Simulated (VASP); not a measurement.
# TaN (P-6m2) in VASP: a series of runs

The runs below take TaN through single point, relaxation of shape and atoms at fixed volume, with PBE.

Everything below comes from runs of VASP 6.6.1. Logs are shortened: lines on timing, memory, paths and dates and some standing lists are left out, and cuts for length are marked.

### Step 1. The cell of the first run

It takes space group P-6m2 (No. 187, hexagonal). Conventional cell: a = 3.051 Å, b = 3.051 Å, c = 2.980 Å, α = 90.00°, β = 90.00°, γ = 120.00°. Within 3.1 Å of Ta (site symmetry -6m2) lie 6 N at 2.31 Å and 8 Ta at 2.98 to 3.05 Å. N (site symmetry -6m2) has 6 Ta at 2.31 Å and 8 N at 2.98 to 3.05 Å within 3.1 Å.

### Step 2. Single point, PBE (12.01 Å³/atom)

INCAR

```
SYSTEM = TaN
PREC     = Accurate       ! precision mode
ENCUT    = 600            ! plane-wave cutoff, eV
EDIFF    = 1E-6           ! SCF threshold, eV
ISMEAR   = 0              ! smearing method
SIGMA    = 0.1            ! smearing width, eV
LREAL    = .FALSE.        ! projectors in reciprocal space
LASPH    = .TRUE.         ! aspherical terms in the spheres
NELM     = 120            ! most SCF steps
ALGO     = Normal         ! electronic algorithm
ISIF     = 2              ! what is computed and relaxed
LWAVE    = .FALSE.        ! write WAVECAR
LCHARG   = .FALSE.        ! write CHGCAR
GGA      = PE             ! functional
NBANDS   = 15             ! bands
GGA_COMPAT= .FALSE.
```

KPOINTS

```
regular mesh
0
G
  18 18 14
  0 0 0
```

POSCAR

```
TaN
1.0
    3.0511458991      0.0000000000      0.0000000000
   -1.5255729496      2.6423698592      0.0000000000
    0.0000000000      0.0000000000      2.9800893712
Ta N
1 1
Direct
    0.3333333333      0.6666666667      0.5000000000
    0.0000000000      0.0000000000      0.0000000000
```

Potentials or basis: VASP PAW PBE potentials, release 64 (Ta_pv, N).

Run with:

```
$ cat potpaw_PBE.64/Ta_pv/POTCAR potpaw_PBE.64/N/POTCAR > POTCAR
$ mpirun -np 1 vasp_std > vasp.out
```

OUTCAR:

```text
SYSTEM = TaN
   PREC = Accurate
   ENCUT = 600
   EDIFF = 1E-6
   ISMEAR = 0
   LREAL = .FALSE.
   LASPH = .TRUE.
   NELM = 120
   ISIF = 2
   GGA = PE

 ion  position               nearest neighbor table
   1  0.333  0.667  0.500-   2 2.31   2 2.31   2 2.31   2 2.31   2 2.31   2 2.31
   2  0.000  0.000  0.000-   1 2.31   1 2.31   1 2.31   1 2.31   1 2.31   1 2.31

  LATTYP: Found a hexagonal cell.
 ALAT       =     3.0511458991
 C/A-ratio  =     0.9767115273

  Lattice vectors:

 A1 = (   3.0511458991,   0.0000000000,   0.0000000000)
 A2 = (  -1.5255729496,   2.6423698592,   0.0000000000)
 A3 = (   0.0000000000,   0.0000000000,   2.9800893712)

Analysis of symmetry for initial positions (statically):
=====================================================================
 Subroutine PRICEL returns:
 Original cell was already a primitive cell.

 Routine SETGRP: Setting up the symmetry group for a
 hexagonal supercell.

 Subroutine GETGRP returns: Found 12 space group operations
 (whereof 12 operations were pure point group operations)
 out of a pool of 24 trial point group operations.

The static configuration has the point symmetry D_3h.

Analysis of symmetry for dynamics (positions and initial velocities):
=====================================================================
 Subroutine PRICEL returns:
 Original cell was already a primitive cell.

 Routine SETGRP: Setting up the symmetry group for a
 hexagonal supercell.

 Subroutine GETGRP returns: Found 12 space group operations
 (whereof 12 operations were pure point group operations)
 out of a pool of 24 trial point group operations.

The dynamic configuration has the point symmetry D_3h.

 Subroutine INISYM returns: Found 12 space group operations
 (whereof 12 operations are pure point group operations),
 and found     1 'primitive' translations

----------------------------------------------------------------------------------------

                                     Primitive cell

  volume of cell :      24.0262

  direct lattice vectors                    reciprocal lattice vectors
     3.051145899  0.000000000  0.000000000     0.327745717  0.189224078  0.000000000
    -1.525572950  2.642369859  0.000000000     0.000000000  0.378448156  0.000000000
     0.000000000  0.000000000  2.980089371     0.000000000  0.000000000  0.335560406

  length of vectors
     3.051145899  3.051145899  2.980089371     0.378448156  0.378448156  0.335560406

  position of ions in fractional coordinates (direct lattice)
     0.333333333  0.666666667  0.500000000
[... 83 lines left out ...]
   NFREE  =      0    steps in history (QN), initial steepest desc. (CG)
   ISIF   =      2    stress and relaxation
   ISYM   =      2    0-nonsym 1-usesym 2-fastsym
   POTIM  = 0.5000    time-step for ionic-motion
   TEBEG  =    0.0;   TEEND  =   0.0 temperature during run
   PSTRESS=    0.0 pullay stress
   NELECT =      16.0000    total number of electrons
   NUPDOWN=      -1.0000    fix difference up-down
   EMIN   =  10.00;   EMAX   =-10.00  energy-range for DOS
   EFERMI =   0.00;   METHOD = LEGACY
   ISMEAR =     0;   SIGMA  =   0.10  broadening in eV -4-tet -1-fermi 0-gaus
   EFERMI_NEDOS =   21; number of points for ismear=-14 and -15
   IALGO  =     38    algorithm
   IMIX   =      4    mixing-type and parameters
     AMIX     =   0.40;   BMIX     =  1.00
     AMIX_MAG =   1.60;   BMIX_MAG =  1.00
  volume/ion in A,a.u.               =      12.01        81.07
  Fermi-wavevector in a.u.,A,eV,Ry     =   1.429616  2.701583 27.807630  2.043803
  Thomas-Fermi vector in A             =   2.549551
   LORBIT       =      0    0 simple, 1 ext, 2 COOP (PROOUT), +10 PAW based schemes
   GGA     = PE    functional components
   LHFCALC =     F    Hartree Fock is set to
   AEXX    =    0.0000 exact exchange contribution
   IVDW    =     0    specifies the selected vdW correction
   LEPSILON=     F    determine dielectric tensor
   LRPA    =     F    only Hartree local field effects (RPA)
 non-spin polarized calculation
 Gauss-broadening in eV      SIGMA  =   0.10
  energy-cutoff  :      600.00
  volume of cell :       24.03
 maximum number of plane-waves:       828
   NGX = 13   NGY = 13   NGZ = 11

 number of electron      16.0000001 magnetization

 Free energy of the ion-electron system (eV)
  ---------------------------------------------------
  ext. energy  EPLUGINS =         0.00000000
  ---------------------------------------------------
  free energy    TOTEN  =       -22.26339959 eV

  energy without entropy =      -22.26310852  energy(sigma->0) =      -22.26325405

 E-fermi :   7.1503     XC(G=0): -12.7571

 val. band max:        7.1206289222   @ k =   0.0000   0.0000   0.4286
 cond. band min:       7.1805900316   @ k =   0.0556  -0.0000   0.5000
 fundamental gap:      0.0599611095
 Fermi energy:         7.1502638355

 k-point     1 :       0.0000    0.0000    0.0000
  band No.  band energies     occupation
      1     -28.0047      2.00000
      2     -27.7989      2.00000
      3     -27.7989      2.00000
      4      -9.8185      2.00000
      5       3.0180      2.00000
      6       3.0180      2.00000
      7       3.4232      2.00000
      8       4.4090      2.00000
      9       8.5397      0.00000
     10      10.2810      0.00000
     11      10.2810      0.00000
     12      10.5682      0.00000
     13      10.5682      0.00000
     14      19.5696      0.00000
[... 401 lines left out ...]
      2     -28.0025      2.00000
      3     -27.9139      2.00000
      4      -7.9275      2.00000
      5      -0.3229      2.00000
      6       2.5716      2.00000
      7       3.2363      2.00000
      8       5.1018      2.00000
      9       9.2051      0.00000
     10       9.7528      0.00000
     11      10.9916      0.00000
     12      12.4305      0.00000
     13      14.5627      0.00000
     14      17.7772      0.00000
     15      20.1325      0.00000

 [... further k-points ...]
[... 5 lines left out ...]
  --------------------------------------------------------------------------------------
  -------------------------------------------------------------------------------------
  Total       -3.8705819     -3.8705819     -3.8586912      0.0000000      0.0000000      0.0000000
  in kB     -258.1077060   -258.1077060   -257.3147838      0.0000000      0.0000000      0.0000000
  external PRESSURE =    -257.8433986 kB  Pullay stress =       0.0000000 kB

 VOLUME and BASIS-vectors are now :
 -----------------------------------------------------------------------------
  energy-cutoff  :      600.00
  volume of cell :       24.03
      direct lattice vectors                 reciprocal lattice vectors
     3.051145899  0.000000000  0.000000000     0.327745717  0.189224078  0.000000000
    -1.525572950  2.642369859  0.000000000     0.000000000  0.378448156  0.000000000
     0.000000000  0.000000000  2.980089371     0.000000000  0.000000000  0.335560406

 POSITION                                       TOTAL-FORCE (eV/Angst)
 -----------------------------------------------------------------------------------
     -0.00000      1.76158      1.49004         0.000000     -0.000000      0.000000
      0.00000      0.00000      0.00000        -0.000000      0.000000      0.000000
 -----------------------------------------------------------------------------------
    total drift:                                0.000000     -0.000000     -0.000000

  FREE ENERGIE OF THE ION-ELECTRON SYSTEM (eV)
  ---------------------------------------------------
  free  energy   TOTEN  =       -22.2633995876 eV

  energy  without entropy=      -22.2631085158  energy(sigma->0) =      -22.26325405
```

Run time: 92 s. Hardware: 1 thread of Intel Xeon 8259CL, shared host; peak memory 0.25 GiB.

What came out:

* Free energy: -22.2634 eV
* Pressure: -25.8 GPa
* Band gap on the k mesh: zero (bands 8 and 9 overlap by 0.28 eV)

Levels at points of the mesh, in eV from the Fermi level:
| k point | band 6 | band 7 | band 8 | band 9 | band 10 | band 11 |
| --- | --- | --- | --- | --- | --- | --- |
| (0.00, 0.00, 0.00) | -4.13 | -3.73 | -2.74 | 1.39 | 3.13 | 3.13 |
| (0.50, 0.00, 0.00) | -4.63 | -3.05 | -2.99 | 2.61 | 3.37 | 4.51 |
| (0.00, 0.00, 0.50) | -3.41 | -3.41 | -0.06 | -0.06 | 2.15 | 2.98 |
| (0.50, 0.00, 0.50) | -5.73 | -5.11 | -0.51 | 3.43 | 4.53 | 5.15 |

Caveat: the cell stands under tension; spin-orbit coupling is left out, which moves the levels of the heavy elements.

### Step 3. Relaxation of shape and atoms at fixed volume, PBE (9.61 Å³/atom)

This run uses another cell than the first one, of 9.61 Å³/atom.

INCAR

```
SYSTEM = TaN
PREC = Accurate
ENCUT = 600
EDIFF = 1E-7
ISMEAR = 0
SIGMA = 0.1
LREAL = .False.
LASPH = .True.
NELM = 120
ALGO = Normal
ISIF = 4
LWAVE = .False.
LCHARG = .False.
GGA = PE
IBRION = 2
NSW = 50
EDIFFG = -0.01
GGA_COMPAT = .False.
NELMIN = 4
```

KPOINTS

```
Automatic mesh
0
Gamma
  18 18 14
  0 0 0
```

POSCAR

```
TaN
1.0
    2.8216105899      0.0000000000      0.0000000000
   -1.4108052950      2.4435864504      0.0000000000
    0.0000000000      0.0000000000      2.7877323351
Ta N
1 1
Direct
    0.3333333333      0.6666666667      0.5000000000
    0.0000000000      0.0000000000      0.0000000000
```

Potentials or basis: VASP PAW PBE potentials, release 64 (Ta_pv, N).

Run with:

```
$ cat potpaw_PBE.64/Ta_pv/POTCAR potpaw_PBE.64/N/POTCAR > POTCAR
$ mpirun -np 1 vasp_std > vasp.out
```

Wall time 2.4 min (1 thread of Intel Xeon 8259CL, shared host); peak memory 0.22 GiB.

It converged, with:

| Property | Result |
| --- | --- |
| Free energy | -22.0161 eV |
| Energy gained by relaxing | 0.1 meV/atom |
| Ionic steps | 3 |
| Pressure after relaxing | 57.9 GPa |
| Band gap on the k mesh | zero (bands 8 and 9 overlap by 0.30 eV) |

Step by step:
| step | energy change (eV) | largest force (eV/Å) | pressure (GPa) | volume (Å³) |
| --- | --- | --- | --- | --- |
| 1 | 0.0000 | 0.0000 | 58.02 | 19.22 |
| 2 | 0.0002 | 0.0000 | 57.81 | 19.22 |
| 3 | -0.0002 | 0.0000 | 57.93 | 19.22 |

Final structure:
```
Ta N
1.0
     2.81921    0.00000    0.00000
    -1.40960    2.44150    0.00000
     0.00000    0.00000    2.79249
Ta N
1 1
Direct
  0.33333 0.66667 0.50000
  0.00000 0.00000 0.00000
```

Levels at points of the mesh, in eV from the Fermi level:
```
           k point  band 4  band 5  band 6  band 7  band 8  band 9  band 10  band 11  band 12
(0.00, 0.00, 0.00)  -18.63   -4.98   -4.98   -4.76   -3.07    3.21     4.12     4.12     4.71
(0.50, 0.00, 0.00)  -15.86   -8.88   -5.85   -3.96   -3.30    3.48     4.86     5.88     6.30
(0.00, 0.00, 0.50)  -15.29  -10.03   -4.06   -4.06   -0.10   -0.10     2.64     3.78     3.78
(0.50, 0.00, 0.50)  -16.51   -7.96   -6.60   -6.27   -0.08    5.05     6.39     7.08     8.27
```

Caveat: spin-orbit coupling is left out, which moves the levels of the heavy elements.
